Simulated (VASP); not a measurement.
# Na3LaO3 (I4mm) in VASP: further runs

Na3LaO3 is run at these levels: PBE; tasks: single point.

All numbers are computed with VASP 6.6.1; they aren't measurements. Logs are shortened: lines on timing, memory, paths and dates and some standing lists are left out, and cuts for length are marked.

## Step 1: The cell of the first run

It takes space group I4mm (No. 107, tetragonal). Conventional cell: a = 4.715 Å, b = 4.715 Å, c = 11.068 Å, α = 90.00°, β = 90.00°, γ = 90.00°. Within 3.2 Å of Na (site symmetry 2mm) lie 4 O at 2.33 to 3.20 Å and 2 Na at 3.10 Å. Within 3.2 Å of Na (site symmetry 4mm) lie 5 O at 2.38 to 2.42 Å and 4 Na at 3.10 Å. La (site symmetry 4mm) has 5 O at 2.27 to 2.42 Å within 3.0 Å. O (site symmetry 2mm) has 4 Na at 2.33 to 3.20 Å and 2 La at 2.42 Å within 3.2 Å. Within 3.0 Å of O (site symmetry 4mm) lie 1 La at 2.27 Å and 5 Na at 2.39 to 2.42 Å.

The cell was built from a structure type or drawn by symmetry, and may not be a known phase.

## Step 2: Single point, PBE

Contents of INCAR:

```
SYSTEM = Na3LaO3
  PREC = Accurate
  ENCUT = 520
  EDIFF = 1E-6
  ISMEAR = 0
  SIGMA = 0.15
  LREAL = .FALSE.
  LASPH = .TRUE.
  NELM = 100
  ALGO = Normal
  ISIF = 2
  LWAVE = .FALSE.
  LCHARG = .FALSE.
  GGA = PE
  NBANDS = 34
```

Contents of KPOINTS:

```
regular mesh
0
G
  3 3 3
  0 0 0
```

Contents of POSCAR:

```
Na3LaO3
1.0
   -2.3573066133      2.3573066133      5.5338733246
    2.3573066133     -2.3573066133      5.5338733246
    2.3573066133      2.3573066133     -5.5338733246
Na La O
3 1 3
Direct
    0.1516383231      0.6516383231      0.5000000000
    0.6516383231      0.1516383231      0.5000000000
   -0.0309173011     -0.0309173011      0.0000000000
    0.3926039390      0.3926039390      0.0000000000
    0.4407599618      0.9407599618      0.5000000000
    0.9407599618      0.4407599618      0.5000000000
    0.1875642922      0.1875642922      0.0000000000
```

Potentials or basis: VASP PAW PBE potentials, release 64 (Na_pv, La, O).

Run with:

```
$ cat potpaw_PBE.64/Na_pv/POTCAR potpaw_PBE.64/La/POTCAR potpaw_PBE.64/O/POTCAR > POTCAR
$ mpirun -np 1 vasp_std > vasp.out
```

OUTCAR:

```text
SYSTEM = Na3LaO3
   PREC = Accurate
   ENCUT = 520
   EDIFF = 1E-6
   ISMEAR = 0
   LREAL = .FALSE.
   LASPH = .TRUE.
   NELM = 100
   ISIF = 2
   GGA = PE

 ion  position               nearest neighbor table
   1  0.152  0.652  0.500-   6 2.33
   2  0.652  0.152  0.500-   5 2.33
   3  0.969  0.969  0.000-   5 2.38   6 2.38   6 2.38   5 2.38
   4  0.393  0.393  0.000-   7 2.27   5 2.42   6 2.42   5 2.42   6 2.42
   5  0.441  0.941  0.500-   2 2.33   3 2.38   3 2.38   4 2.42   4 2.42
   6  0.941  0.441  0.500-   1 2.33   3 2.38   3 2.38   4 2.42   4 2.42
   7  0.188  0.188  0.000-   4 2.27

  LATTYP: Found a body centered tetragonal cell.
 ALAT       =     4.7146132266
 C/A-ratio  =     2.3475407456

  Lattice vectors:

 A1 = (  -2.3573066133,   2.3573066133,   5.5338733246)
 A2 = (   2.3573066133,  -2.3573066133,   5.5338733246)
 A3 = (   2.3573066133,   2.3573066133,  -5.5338733246)

Analysis of symmetry for initial positions (statically):
=====================================================================
 Subroutine PRICEL returns:
 Original cell was already a primitive cell.

 Routine SETGRP: Setting up the symmetry group for a
 body centered tetragonal supercell.

 Subroutine GETGRP returns: Found  8 space group operations
 (whereof  8 operations were pure point group operations)
 out of a pool of 16 trial point group operations.

The static configuration has the point symmetry C_4v.

Analysis of symmetry for dynamics (positions and initial velocities):
=====================================================================
 Subroutine PRICEL returns:
 Original cell was already a primitive cell.

 Routine SETGRP: Setting up the symmetry group for a
 body centered tetragonal supercell.

 Subroutine GETGRP returns: Found  8 space group operations
 (whereof  8 operations were pure point group operations)
 out of a pool of 16 trial point group operations.

The dynamic configuration has the point symmetry C_4v.

 Subroutine INISYM returns: Found  8 space group operations
 (whereof  8 operations are pure point group operations),
 and found     1 'primitive' translations

----------------------------------------------------------------------------------------

                                     Primitive cell

  volume of cell :     123.0046

  direct lattice vectors                    reciprocal lattice vectors
    -2.357306613  2.357306613  5.533873325     0.000000000  0.212106477  0.090352628
     2.357306613 -2.357306613  5.533873325     0.212106477  0.000000000  0.090352628
     2.357306613  2.357306613 -5.533873325     0.212106477  0.212106477  0.000000000

  length of vectors
     6.460459961  6.460459961  6.460459961     0.230548812  0.230548812  0.299963856

  position of ions in fractional coordinates (direct lattice)
     0.151638323  0.651638323  0.500000000
     0.651638323  0.151638323  0.500000000
     0.969082699  0.969082699  0.000000000
     0.392603939  0.392603939  0.000000000
     0.440759962  0.940759962  0.500000000
     0.940759962  0.440759962  0.500000000
     0.187564292  0.187564292  0.000000000

  ion indices of the primitive-cell ions
   primitive index   ion index
                 1           1
                 2           2
                 3           3
                 4           4
                 5           5
                 6           6
                 7           7

----------------------------------------------------------------------------------------

 KPOINTS: regular mesh

Automatic generation of k-mesh.
 Grid dimensions read from file:
 generate k-points for:    3    3    3

 Generating k-lattice:

  Cartesian coordinates                     Fractional coordinates (reciprocal lattice)
     0.000000000  0.070702159  0.030117543     0.333333333  0.000000000  0.000000000
     0.070702159  0.000000000  0.030117543     0.000000000  0.333333333  0.000000000
     0.070702159  0.070702159  0.000000000     0.000000000  0.000000000  0.333333333

  Length of vectors
     0.076849604  0.076849604  0.099987952

  Shift w.r.t. Gamma in fractional coordinates (k-lattice)
     0.000000000  0.000000000  0.000000000

 Subroutine IBZKPT returns following result:
 ===========================================

 Found      6 irreducible k-points:

 Following reciprocal coordinates:
            Coordinates               Weight
  0.000000  0.000000  0.000000      1.000000
  0.333333  0.000000 -0.000000      8.000000
  0.333333  0.333333 -0.000000      8.000000
 -0.333333  0.333333  0.000000      4.000000
 -0.333333  0.333333  0.333333      4.000000
 -0.333333 -0.333333  0.333333      2.000000
   k-points           NKPTS =      6   k-points in BZ     NKDIM =      6   number of bands    NBANDS=     34
   number of dos      NEDOS =    301   number of ions     NIONS =      7
   total plane-waves  NPLWV = 110592
   dimension x,y,z NGX =    48 NGY =   48 NGZ =   48
   dimension x,y,z NGXF=    96 NGYF=   96 NGZF=   96
   ions per type =               3   1   3
   NGX,Y,Z   is equivalent  to a cutoff of  12.35, 12.35, 12.35 a.u.
   NGXF,Y,Z  is equivalent  to a cutoff of  24.70, 24.70, 24.70 a.u.
 SYSTEM =  Na3LaO3
   PREC   = accura    normal or accurate (medium, high low for compatibility)
   ISTART =      0    job   : 0-new  1-cont  2-samecut
   ICHARG =      2    charge: 1-file 2-atom 10-const
   ISPIN  =      1    spin polarized calculation?
   LNONCOLLINEAR =      F non collinear calculations
   LSORBIT =      F    spin-orbit coupling
   LASPH  =      T    aspherical Exc in radial PAW
   ENCUT  =  520.0 eV  38.22 Ry    6.18 a.u.  12.01 12.01 12.01*2*pi/ulx,y,z
   NELM   =    100;   NELMIN=  2; NELMDL= -5     # of ELM steps
   EDIFF  = 0.1E-05   stopping-criterion for ELM
   LREAL  =      F    real-space projection
   EDIFFG = 0.1E-04   stopping-criterion for IOM
   NSW    =      0    number of steps for IOM
   IBRION =     -1    ionic relax: 0-MD 1-quasi-New 2-CG
   NFREE  =      0    steps in history (QN), initial steepest desc. (CG)
   ISIF   =      2    stress and relaxation
   ISYM   =      2    0-nonsym 1-usesym 2-fastsym
   POTIM  = 0.5000    time-step for ionic-motion
   TEBEG  =    0.0;   TEEND  =   0.0 temperature during run
   PSTRESS=    0.0 pullay stress
   NELECT =      50.0000    total number of electrons
   NUPDOWN=      -1.0000    fix difference up-down
   EMIN   =  10.00;   EMAX   =-10.00  energy-range for DOS
   EFERMI =   0.00;   METHOD = LEGACY
   ISMEAR =     0;   SIGMA  =   0.15  broadening in eV -4-tet -1-fermi 0-gaus
   EFERMI_NEDOS =   21; number of points for ismear=-14 and -15
   IALGO  =     38    algorithm
   IMIX   =      4    mixing-type and parameters
     AMIX     =   0.40;   BMIX     =  1.00
     AMIX_MAG =   1.60;   BMIX_MAG =  1.00
  volume/ion in A,a.u.               =      17.57       118.58
  Fermi-wavevector in a.u.,A,eV,Ry     =   1.212712  2.291694 20.009689  1.470671
  Thomas-Fermi vector in A             =   2.348187
   LORBIT       =      0    0 simple, 1 ext, 2 COOP (PROOUT), +10 PAW based schemes
   GGA     = PE    functional components
   LHFCALC =     F    Hartree Fock is set to
   AEXX    =    0.0000 exact exchange contribution
   IVDW    =     0    specifies the selected vdW correction
   LEPSILON=     F    determine dielectric tensor
   LRPA    =     F    only Hartree local field effects (RPA)
 non-spin polarized calculation
 Gauss-broadening in eV      SIGMA  =   0.15
  energy-cutoff  :      520.00
  volume of cell :      123.00
 maximum number of plane-waves:      3324
   NGX = 25   NGY = 25   NGZ = 25

 number of electron      50.0000000 magnetization

 Free energy of the ion-electron system (eV)
  ---------------------------------------------------
  ext. energy  EPLUGINS =         0.00000000
  ---------------------------------------------------
  free energy    TOTEN  =       -37.70270744 eV

  energy without entropy =      -37.70270730  energy(sigma->0) =      -37.70270737

 E-fermi :   2.6411     XC(G=0):  -8.6294

 val. band max:        2.1285275942   @ k =   0.0000   0.0000   0.0000
 cond. band min:       3.1321898970   @ k =   0.0000   0.0000   0.0000
 fundamental gap:      1.0036623027
 Fermi energy:         2.6410803224

 k-point     1 :       0.0000    0.0000    0.0000
  band No.  band energies     occupation
      1     -27.5234      2.00000
      2     -20.8974      2.00000
      3     -20.8974      2.00000
      4     -20.7296      2.00000
      5     -20.7145      2.00000
      6     -20.6651      2.00000
[... 26 lines left out ...]
     33       7.8582      0.00000
     34       7.8582      0.00000

 k-point     2 :       0.3333    0.0000   -0.0000
  band No.  band energies     occupation
      1     -27.5121      2.00000
      2     -20.8961      2.00000
      3     -20.8948      2.00000
      4     -20.7255      2.00000
      5     -20.7182      2.00000
      6     -20.6788      2.00000
[... 26 lines left out ...]
     33       7.7517      0.00000
     34       7.8739      0.00000

 k-point     3 :       0.3333    0.3333   -0.0000
  band No.  band energies     occupation
      1     -27.5005      2.00000
      2     -20.9198      2.00000
      3     -20.8706      2.00000
      4     -20.7249      2.00000
      5     -20.7194      2.00000
      6     -20.7185      2.00000
[... 26 lines left out ...]
     33       7.7812      0.00000
     34       7.9589      0.00000

 k-point     4 :      -0.3333    0.3333    0.0000
  band No.  band energies     occupation
      1     -27.5005      2.00000
      2     -20.9199      2.00000
      3     -20.8706      2.00000
      4     -20.7244      2.00000
      5     -20.7212      2.00000
      6     -20.7177      2.00000
[... 26 lines left out ...]
     33       7.7763      0.00000
     34       7.9123      0.00000

 k-point     5 :      -0.3333    0.3333    0.3333
  band No.  band energies     occupation
      1     -27.5122      2.00000
      2     -20.8961      2.00000
      3     -20.8948      2.00000
      4     -20.7256      2.00000
      5     -20.7169      2.00000
      6     -20.6789      2.00000
[... 26 lines left out ...]
     33       7.7113      0.00000
     34       7.8980      0.00000

 k-point     6 :      -0.3333   -0.3333    0.3333
  band No.  band energies     occupation
      1     -27.5235      2.00000
      2     -20.8974      2.00000
      3     -20.8974      2.00000
      4     -20.7286      2.00000
      5     -20.7133      2.00000
      6     -20.6651      2.00000
[... 26 lines left out ...]
     33       7.8420      0.00000
     34       7.8422      0.00000

------------------------ aborting loop because EDIFF is reached ----------------------------------------

  FORCE on cell =-STRESS in cart. coord.  units (eV):
  Direction    XX          YY          ZZ          XY          YZ          ZX
  --------------------------------------------------------------------------------------
  -------------------------------------------------------------------------------------
  Total       -0.0095682     -0.0095682      0.5179000      0.0000000      0.0000000     -0.0000000
  in kB       -0.1246293     -0.1246293      6.7458257      0.0000000      0.0000000     -0.0000000
  external PRESSURE =       2.1655224 kB  Pullay stress =       0.0000000 kB

 VOLUME and BASIS-vectors are now :
 -----------------------------------------------------------------------------
  energy-cutoff  :      520.00
  volume of cell :      123.00
      direct lattice vectors                 reciprocal lattice vectors
    -2.357306613  2.357306613  5.533873325     0.000000000  0.212106477  0.090352628
     2.357306613 -2.357306613  5.533873325     0.212106477  0.000000000  0.090352628
     2.357306613  2.357306613 -5.533873325     0.212106477  0.212106477  0.000000000

 POSITION                                       TOTAL-FORCE (eV/Angst)
 -----------------------------------------------------------------------------------
      2.35731      0.00000      1.67829         0.000000      0.000000      0.002930
      0.00000      2.35731      1.67829         0.000000      0.000000      0.002930
      0.00000      0.00000     10.72556         0.000000      0.000000      0.002484
      0.00000      0.00000      4.34524        -0.000000     -0.000000     -0.015739
      2.35731      0.00000      4.87822        -0.000000      0.000000      0.032142
      0.00000      2.35731      4.87822         0.000000     -0.000000      0.032142
      0.00000      0.00000      2.07591        -0.000000     -0.000000     -0.056889
 -----------------------------------------------------------------------------------
    total drift:                               -0.000002     -0.000002     -0.000102

  FREE ENERGIE OF THE ION-ELECTRON SYSTEM (eV)
  ---------------------------------------------------
  free  energy   TOTEN  =       -37.7027074434 eV

  energy  without entropy=      -37.7027073000  energy(sigma->0) =      -37.70270737
```

Wall time 95 s (1 thread of Intel Xeon Platinum 8375C at 2.90GHz (Ice Lake), shared host); peak memory 0.32 GiB.

Results:

* Free energy: -37.7027 eV
* Pressure: 0.2 GPa
* Largest force: 0.057 eV/Å
* Band gap on the k mesh: 1.00 eV

Forces in eV/Å, atoms in the order of the input:
```
Na   0.000  0.000  0.003
Na   0.000  0.000  0.003
Na   0.000  0.000  0.002
La   0.000  0.000 -0.016
O    0.000  0.000  0.032
O    0.000  0.000  0.032
O    0.000  0.000 -0.057
```

Stress tensor (GPa, compression positive):
```
-0.01  0.00  0.00
 0.00 -0.01  0.00
 0.00  0.00  0.67
```

Caveat: the k points lie up to 0.48 Å⁻¹ apart; spin-orbit coupling is left out, which moves the levels of the heavy elements.

## Step 3: Single point, PBE

This run uses another cell than the first one, of 17.90 Å³/atom.

Contents of INCAR:

```
ALGO     = Normal         # electronic algorithm
EDIFF    = 1E-6           # SCF threshold, eV
ENCUT    = 520            # plane-wave cutoff, eV
GGA      = PE             # functional
ISIF     = 2              # what is computed and relaxed
ISMEAR   = 0              # smearing method
LASPH    = T              # aspherical terms in the spheres
LCHARG   = F              # write CHGCAR
LREAL    = F              # projectors in reciprocal space
LWAVE    = F              # write WAVECAR
NBANDS   = 34             # bands
NELM     = 80             # most SCF steps
PREC     = Accurate       # precision mode
SIGMA    = 0.1            # smearing width, eV
```

Contents of KPOINTS:

```
k-points
0
Gamma
  4 4 4
```

Contents of POSCAR:

```
Na3LaO3
1.0
    0.0000000000     -4.6441707568      0.0000000000
    4.6441707568      0.0000000000      0.0000000000
   -2.3220853784      2.3220853784      5.8083392845
Na La O
3 1 3
Direct
    0.1447196262      0.6447196262      0.2894392524
    0.6447196262      0.1447196262      0.2894392524
    0.9739000498      0.9739000498      0.9478000996
    0.3891718900      0.3891718900      0.7783437800
    0.4460337951      0.9460337951      0.8920675902
    0.9460337951      0.4460337951      0.8920675902
    0.1894687174      0.1894687174      0.3789374348
```

Potentials or basis: VASP PAW PBE potentials, release 64 (Na_pv, La, O).

Run with:

```
$ cat potpaw_PBE.64/Na_pv/POTCAR potpaw_PBE.64/La/POTCAR potpaw_PBE.64/O/POTCAR > POTCAR
$ mpirun -np 1 vasp_std > vasp.out
```

It took 2.2 min on 1 thread of Intel Xeon Platinum 8375C at 2.90GHz (Ice Lake), shared host; peak memory 0.27 GiB.

The run converged. Its results:

| Quantity | Value |
| --- | --- |
| Free energy | -37.7180 eV |
| Pressure | 0.0 GPa |
| Largest force | 0.027 eV/Å |
| Band gap on the k mesh | 1.02 eV (least direct gap 1.15 eV) |

Forces on the atoms (eV/Å):
```
Na   0.000  0.000  0.008
Na   0.000  0.000  0.008
Na   0.000  0.000 -0.002
La   0.000  0.000 -0.009
O    0.000  0.000 -0.016
O    0.000  0.000 -0.016
O    0.000  0.000  0.027
```

Levels at points of the mesh, in eV from the valence-band top:
```
           k point  band 23  band 24  band 25  band 26  band 27  band 28
(0.00, 0.00, 0.00)    -0.62    -0.13    -0.13     1.02     5.09     5.09
(0.50, 0.00, 0.00)    -0.78    -0.72    -0.24     2.92     4.14     5.01
(0.50, 0.50, 0.00)    -0.99    -0.72     0.00     2.72     4.57     5.29
(0.00, 0.00, 0.50)    -0.74    -0.17    -0.17     2.39     3.79     5.16
```

Caveat: spin-orbit coupling is left out, which moves the levels of the heavy elements.
